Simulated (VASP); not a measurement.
Au, 1 atom in the cell. Symmetry: Fm-3m, No. 225, cubic system. Conventional cell: a = 4.079 Å, b = 4.079 Å, c = 4.079 Å, α = 90.00°, β = 90.00°, γ = 90.00°. Au (site symmetry m-3m) has 12 Au at 2.88 Å within 3.8 Å. 

| Item | Value |
| --- | --- |
| Program | VASP 6.6.1 |
| Task | single point |
| Functional | PBE |
| Potentials or basis | VASP PAW PBE potentials, release 64 (Au) |
| Cutoff | 520 eV |
| k mesh | 10 × 10 × 10 |
| Occupations | fermi-dirac, width 0.1 eV |
| Spin | no spin polarisation |
| Dipole correction | no |
| Further INCAR settings | ALGO = Normal; EDIFF = 1e-06; NBANDS = 12 |

Potentials or basis: VASP PAW PBE potentials, release 64 (Au).

Command:

```sh
$ cat potpaw_PBE.64/Au/POTCAR > POTCAR
$ mpirun -np 1 vasp_std > vasp.out
```

Hardware: 1 thread of AMD EPYC 7R13, on a shared host.

Task: How long does it take, and how much memory?

Result: It took 20 s on 1 thread of AMD EPYC 7R13, with other jobs on the host, peak memory 0.11 GiB. Counts: scf iterations 11, k points 47.
